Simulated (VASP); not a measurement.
Set up this calculation in VASP 6.6.1, as the native input.

| Item | Value |
| --- | --- |
| Task | single point |
| Functional | PBEsol |
| Potentials or basis | VASP PAW PBE potentials, release 64 (Ga_d, Sb) |
| Cutoff | 520 eV |
| k mesh | 10 × 10 × 10 |
| Occupations | gaussian, width 0.05 eV |
| Spin | no spin polarisation |
| Dipole correction | no |
| Further INCAR settings | ALGO = Normal; EDIFF = 1e-07; NBANDS = 16 |

The structure of GaSb lies in POSCAR:

```
GaSb
1.0
    0.0000000000      3.0760031786      3.0760031786
    3.0760031786      0.0000000000      3.0760031786
    3.0760031786      3.0760031786      0.0000000000
Ga Sb
1 1
Direct
    0.0000000000      0.0000000000      0.0000000000
    0.7500000000      0.7500000000      0.7500000000
```

This cell differs from its parent crystal: volume scaled by 1.020.

These files were run (other wordings do the same):

INCAR

```
SYSTEM = GaSb
ALGO = Normal
EDIFF = 1E-7
ENCUT = 520
GGA = PS
ISIF = 2
ISMEAR = 0
LASPH = .True.
LCHARG = .True.
LELF = .True.
LREAL = .False.
LVHAR = .True.
LWAVE = .False.
NBANDS = 16
NELM = 80
PREC = Accurate
SIGMA = 0.05
```

KPOINTS

```
k-points
0
Gamma
  10 10 10
  0 0 0
```

Potentials or basis: VASP PAW PBE potentials, release 64 (Ga_d, Sb).

The run is started by

```sh
$ cat potpaw_PBE.64/Ga_d/POTCAR potpaw_PBE.64/Sb/POTCAR > POTCAR
$ mpirun -np 1 vasp_std > vasp.out
```

It gave:

```
Pressure               : -0.9 GPa
Band gap on the k mesh : zero (filled and empty bands touch)
```

Caveat: the PAW data sets were made with another functional, which shifts forces and pressure a little; spin-orbit coupling is left out, which moves the levels of the heavy elements.

It took 16 s on 1 thread of Intel(R) Xeon(R) 6975P-C (Granite Rapids), with other jobs on the host, peak memory 0.2 GiB.
